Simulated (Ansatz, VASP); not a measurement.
## ZnS in VASP and in Ansatz

```
Zn S
1.0
    -3.81100    0.00000    0.00000
    -1.90550   -3.30042    0.00000
    -3.81119   -2.20039   12.46800
Zn S
4 4
Direct
  0.89748 0.89748 0.65375
  0.23083 0.23083 0.15375
  0.06414 0.06414 0.90375
  0.39749 0.39749 0.40375
  0.76914 0.76914 0.84625
  0.10249 0.10249 0.34625
  0.60250 0.60250 0.09625
  0.26915 0.26915 0.59625
```

Alike in both runs: task single point; functional PBE; k mesh 8 × 8 × 3; occupations gaussian, width 0.05 eV; no spin polarisation.

```csv
,VASP,Ansatz
version,VASP 6.6.1,Ansatz 0.2.0
potentials or method,"VASP PAW PBE potentials, release 64 (Zn, S), cutoff 520 eV","scalar-relativistic, plane waves, PAW"
valence electrons in the cell,72,72
```

VASP gave:

| Item | Value |
| --- | --- |
| gap on the k mesh at the Fermi level (eV) | 1.23 |
| least direct gap on the mesh (eV) | 1.23 |
| pressure (GPa) | 2.5 |
| traceless stress, the component that is largest in VASP (GPa) | 1.40 |
| rms of the force components (eV/Å) | 0.150 |

Task: Estimate Ansatz's values.

Result: gap on the k mesh at the Fermi level (eV): 1.22; least direct gap on the mesh (eV): 1.22; pressure (GPa): 2.4; traceless stress, the component that is largest in VASP (GPa): 1.44; rms of the force components (eV/Å): 0.149.

Atom by atom the forces differ by 0.004 eV/Å (rms over components).
